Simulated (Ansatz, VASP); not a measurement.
**One calculation of BaSi3, two programs**

```
CELL_PARAMETERS angstrom
4.41430 0.00000 0.00000
0.00000 4.41430 0.00000
0.00000 0.00000 4.41430
ATOMIC_POSITIONS crystal
Ba 0.00000 0.00000 0.01133
Si 0.00000 0.50000 0.50000
Si 0.50000 0.50000 0.00000
Si 0.50000 0.00000 0.50000
```

Alike in both runs: task single point; functional PBEsol; k mesh 8 × 8 × 8; occupations gaussian, width 0.05 eV; no spin polarisation.

|  | VASP | Ansatz |
| --- | --- | --- |
| version | VASP 6.6.1 | Ansatz 0.2.0 |
| potentials or method | VASP PAW PBE potentials, release 64 (Ba_sv, Si), cutoff 520 eV | scalar-relativistic, plane waves, PAW |
| valence electrons in the cell | 22 | 22 |

|  | VASP | Ansatz | Ansatz less VASP |
| --- | --- | --- | --- |
| gap on the k mesh at the Fermi level (eV) | none | none | - |
| pressure (GPa) | 1.1 | 0.0 | -1.04 |
| rms of the force components (eV/Å) | 0.174 | 0.165 | -0.0089 |

VASP's potentials were made for PBE, not for PBEsol. Atom by atom the forces differ by 0.009 eV/Å (rms over components). A gap of «none» marks a metal or a gap that the smearing closes.

Neither program's run includes spin-orbit coupling.
